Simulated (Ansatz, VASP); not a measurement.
# KF: VASP beside Ansatz

```
K F
1.0
     0.02659    2.65896    2.65896
     2.65896    0.02659    2.65896
     2.68555    2.68555    0.00000
K F
1 1
Direct
  0.00000 0.00000 0.00000
  0.50000 0.50000 0.50000
```

Change from the starting cell: shear_xy strain +2.0%.

Alike in both runs: task single point; functional PBE; k mesh 8 × 8 × 8; occupations fermi-dirac, width 0.02 eV; no spin polarisation.

|  | VASP | Ansatz |
| --- | --- | --- |
| version | VASP 6.6.1 | Ansatz 0.2.0 |
| potentials or method | VASP PAW PBE potentials, release 64 (K_sv, F) | plane waves, PAW |
| plane-wave cutoff (eV) | 520 | 420 |
| valence electrons in the cell | 16 | 16 |

```csv
,VASP,Ansatz,Ansatz less VASP
gap on the k mesh at the Fermi level (eV),6.23,6.25,+0.017
pressure (GPa),2.0,1.9,-0.05
"traceless stress, the component that is largest in VASP (GPa)",-0.26,-0.26,-0.003
```
